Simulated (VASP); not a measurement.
Input of a VASP 6.6.1 run:

The input INCAR:

```
SYSTEM = MgO
PREC = Accurate
ENCUT = 520
EDIFF = 1E-6
ISMEAR = 0
SIGMA = 0.05
LREAL = .False.
LASPH = .True.
NELM = 150
ALGO = Normal
ISIF = 2
LWAVE = .False.
LCHARG = .True.
ISPIN = 2
MAGMOM = 0.5 0.5
LORBIT = 11
GGA = PE
LELF = .True.
LVHAR = .True.
NBANDS = 15
```

File KPOINTS:

```
Automatic mesh
0
Gamma
  1 1 31
  0 0 0
```

The input POSCAR:

```
MgO
1.0
   10.7000000000      0.0000000000      0.0000000000
    0.0000000000      9.3000000000      0.0000000000
    0.0000000000      0.0000000000      3.6076924808
Mg O
1 1
Direct
    0.4999956230      0.5000000000      0.0000000000
    0.5000043770      0.5000000000      0.5000000000
```

Potentials or basis: VASP PAW PBE potentials, release 64 (Mg, O).

Run with:

```sh
$ cat potpaw_PBE.64/Mg/POTCAR potpaw_PBE.64/O/POTCAR > POTCAR
$ mpirun -np 1 vasp_std > vasp.out
```

Q: Estimate the band gap on the k mesh.

A: 3.21 eV (least direct gap 3.49 eV).

Q: What does it give for the net moment?

A: 0.00 μB per cell.
